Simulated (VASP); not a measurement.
Write the native input for VASP 6.6.1 that does the following.

* Task: single point
* Functional: PBEsol
* Potentials or basis: VASP PAW PBE potentials, release 64 (Ru_pv)
* Cutoff: 520 eV
* k mesh: 15 × 15 × 1
* Occupations: fermi-dirac, width 0.05 eV
* Spin: no spin polarisation
* Dipole correction: yes
* Further INCAR settings: ALGO = Normal; EDIFF = 1e-06; NBANDS = 21

The structure of Ru lies in POSCAR:

```
Ru
1.0
    2.6901084693      0.0000000000      0.0000000000
   -1.3450542347      2.3297022734      0.0000000000
    0.0000000000      0.0000000000     18.1249000000
Ru
2
Direct
    0.8333333333      0.1666666667      0.4459471051
    0.1666666667      0.8333333333      0.5540528949
```

The input as run:

INCAR

```
PREC     = Accurate       # precision mode
ENCUT    = 520            # plane-wave cutoff, eV
EDIFF    = 1E-6           # SCF threshold, eV
ISMEAR   = -1             # smearing method
SIGMA    = 0.05           # smearing width, eV
LREAL    = False          # projectors in reciprocal space
LASPH    = True           # aspherical terms in the spheres
NELM     = 100            # most SCF steps
ALGO     = Normal         # electronic algorithm
ISIF     = 2              # what is computed and relaxed
LWAVE    = False          # write WAVECAR
LCHARG   = False          # write CHGCAR
LDIPOL   = True         
IDIPOL   = 3            
DIPOL    = 0.5 0.5 0.500
GGA      = PS             # functional
NBANDS   = 21             # bands
```

KPOINTS

```
Automatic mesh
0
Gamma
  15 15 1
```

Potentials or basis: VASP PAW PBE potentials, release 64 (Ru_pv).

The run is started by

```bash
$ cat potpaw_PBE.64/Ru_pv/POTCAR > POTCAR
$ mpirun -np 1 vasp_std > vasp.out
```

It gave:

| Item | Value |
| --- | --- |
| Largest force | 0.048 eV/Å |
| Band gap on the k mesh | zero (bands 14 and 15 overlap by 1.74 eV) |

Caveat: the PAW data sets were made with another functional, which shifts forces and pressure a little.

Wall time 100 s on 1 thread of Intel(R) Xeon(R) Platinum 8259CL CPU @ 2.50GHz (Skylake/Cascade Lake), with other jobs on the host, peak memory 0.24 GiB.
